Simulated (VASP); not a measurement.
Set up this calculation in VASP 6.6.1, as the native input.

```yaml
Task: electric field gradients
Functional: r2SCAN
Potentials_or_basis: VASP PAW PBE potentials, release 64 (Si, Hf_pv, O)
Cutoff: 520 eV
k_mesh: 3 × 3 × 3
Occupations: fermi-dirac, width 0.01 eV
Spin: no spin polarisation
Dipole_correction: no
Further_INCAR_settings: LREAL = Auto; ALGO = Normal; EDIFF = 1e-08; NBANDS = 103
```

System: Hf7SiO16 (a cell with a defect).

```
Si Hf O
1.0
     0.00000    5.11500    5.11500
     5.11500    0.00000    5.11500
     5.11500    5.11500    0.00000
Si Hf O
1 7 16
Cartesian
  0.0000 0.0000 0.0000
  2.5575 2.5575 0.0000
  2.5575 0.0000 2.5575
  5.1150 2.5575 2.5575
  0.0000 2.5575 2.5575
  2.5575 5.1150 2.5575
  2.5575 2.5575 5.1150
  5.1150 5.1150 5.1150
  1.2276 1.2276 1.2276
  3.8874 3.8874 1.2276
  3.8874 1.2276 3.8874
  6.4059 3.8241 3.8241
  1.2276 3.8874 3.8874
  3.8241 6.4059 3.8241
  3.8241 3.8241 6.4059
  6.4059 6.4059 6.4059
  3.8241 3.8241 3.8241
  6.4059 6.4059 3.8241
  6.4059 3.8241 6.4059
  9.0024 6.3426 6.3426
  3.8241 6.4059 6.4059
  6.3426 9.0024 6.3426
  6.3426 6.3426 9.0024
  9.0024 9.0024 9.0024
```

One way to write it, as run:

POSCAR

```
Hf7SiO16
1.0
    0.0000000000      5.1150000000      5.1150000000
    5.1150000000      0.0000000000      5.1150000000
    5.1150000000      5.1150000000      0.0000000000
Si Hf O
1 7 16
Direct
    0.0000000000      0.0000000000      0.0000000000
    0.0000000000      0.0000000000      0.5000000000
    0.0000000000      0.5000000000      0.0000000000
    0.0000000000      0.5000000000      0.5000000000
    0.5000000000      0.0000000000      0.0000000000
    0.5000000000      0.0000000000      0.5000000000
    0.5000000000      0.5000000000      0.0000000000
    0.5000000000      0.5000000000      0.5000000000
    0.1199979839      0.1199979839      0.1199979839
    0.1199979839      0.1199979839      0.6400060484
    0.1199979839      0.6400060484      0.1199979839
    0.1214331362      0.6261889546      0.6261889546
    0.6400060484      0.1199979839      0.1199979839
    0.6261889546      0.1214331362      0.6261889546
    0.6261889546      0.6261889546      0.1214331362
    0.6261889546      0.6261889546      0.6261889546
    0.3738110454      0.3738110454      0.3738110454
    0.3738110454      0.3738110454      0.8785668638
    0.3738110454      0.8785668638      0.3738110454
    0.3599939516      0.8800020161      0.8800020161
    0.8785668638      0.3738110454      0.3738110454
    0.8800020161      0.3599939516      0.8800020161
    0.8800020161      0.8800020161      0.3599939516
    0.8800020161      0.8800020161      0.8800020161
```

INCAR.step1

```
PREC = Accurate
ENCUT = 520
ISMEAR = -1
SIGMA = 0.01
LREAL = Auto
LASPH = T
NELM = 100
NBANDS = 103
GGA = PE
ALGO = Normal
EDIFF = 1E-4
LWAVE = T
LCHARG = F
```

INCAR.step2

```
PREC = Accurate
ENCUT = 520
EDIFF = 1E-8
ISMEAR = -1
SIGMA = 0.01
LREAL = Auto
LASPH = T
NELM = 100
ALGO = Normal
ISIF = 2
LWAVE = F
LCHARG = F
METAGGA = R2SCAN
LMIXTAU = T
LEFG = T
NBANDS = 103
ISTART = 1
```

KPOINTS

```
regular mesh
0
Gamma
  3 3 3
```

Potentials or basis: VASP PAW PBE potentials, release 64 (Si, Hf_pv, O).

Launch:

```bash
$ cat potpaw_PBE.64/Si/POTCAR potpaw_PBE.64/Hf_pv/POTCAR potpaw_PBE.64/O/POTCAR > POTCAR
$ cp INCAR.step1 INCAR
$ mpirun -np 1 vasp_std > vasp.out
$ cp INCAR.step2 INCAR
$ mpirun -np 1 vasp_std > vasp.out
```

It gave:

```json
{
  "Pressure": "-18.4 GPa",
  "Largest force": "0.123 eV/Å",
  "Band gap on the k mesh": "2.09 eV",
  "Largest electric field gradient by atom": "Si -0.0; Hf +32.2, -0.0 (each value once); O +46.0, +12.9 (each value once) V/Å²"
}
```

Caveat: without QUAD_EFG the Cq values of the log hold for a quadrupole moment of 1 mb, not for the nuclei; the PAW data sets were made with another functional, which shifts forces and pressure a little; spin-orbit coupling is left out, which moves the levels of the heavy elements.

It took 34 min on 1 thread of Intel Xeon 8259CL, with other jobs on the host, peak memory 0.49 GiB.
